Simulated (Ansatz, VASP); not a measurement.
Two plane-wave programs on TeOs

INCAR

```
PREC = Accurate
ENCUT = 520
EDIFF = 1E-6
ISMEAR = 0
SIGMA = 0.05
LREAL = False
LASPH = True
NELM = 150
ALGO = Normal
ISIF = 2
LWAVE = False
LCHARG = False
ISPIN = 2
MAGMOM = 1 0
LORBIT = 11
LMAXMIX = 4
GGA = PS
NBANDS = 18
```

The input KPOINTS:

```
Automatic mesh
0
Gamma
  10 10 10
```

File POSCAR:

```
TeOs
1.0
    0.0000000000      2.7330707412      2.7330707412
    2.7330707412      0.0000000000      2.7330707412
    2.7330707412      2.7330707412      0.0000000000
Os Te
1 1
Direct
    0.5000000000      0.5000000000      0.5000000000
    0.0000000000      0.0000000000      0.0000000000
```

Input for Ansatz:

```yaml
crystal:
  lattice:
    - [0.0, 2.7330707412, 2.7330707412]
    - [2.7330707412, 0.0, 2.7330707412]
    - [2.7330707412, 2.7330707412, 0.0]
  atoms:
    - { symbol: Os, position: [0.5, 0.5, 0.5], spin: 1.0 }
    - { symbol: Te, position: [0.0, 0.0, 0.0] }
basis:
  ecutwfc: 420
  ecutrho_ratio: 4
kpoints:
  mp_grid: { grid: [10, 10, 10] }
hamiltonian:
  xc: pbesol
scf:
  occupations: { method: gaussian, width: 0.05 }
  initial_density: { chi_scale: 0.1 }
output:
  forces: true
  stress: true
magnetization:
  spin_polarized: true
```

Alike in both runs: task single point; functional PBEsol; k mesh 10 × 10 × 10; occupations gaussian, width 0.05 eV; collinear spin.

|  | VASP | Ansatz |
| --- | --- | --- |
| version | VASP 6.6.1 | Ansatz 0.2.0 |
| potentials or method | VASP PAW PBE potentials, release 64 (Os, Te), cutoff 520 eV | scalar-relativistic, plane waves, PAW |
| valence electrons in the cell | 14 | 32 |

```tsv
	VASP	Ansatz	Ansatz less VASP
pressure (GPa)	-5.5	-5.7	-0.20
net moment per atom (μB)	0.00	0.00	0.000
```

VASP's potentials were made for PBE, not for PBEsol. VASP's potentials hold 14 valence electrons a cell and Ansatz's 32, so a difference there can come from the potentials and not from the codes. Ansatz's warnings: seeded moment not kept.

Spin-orbit coupling is off throughout.
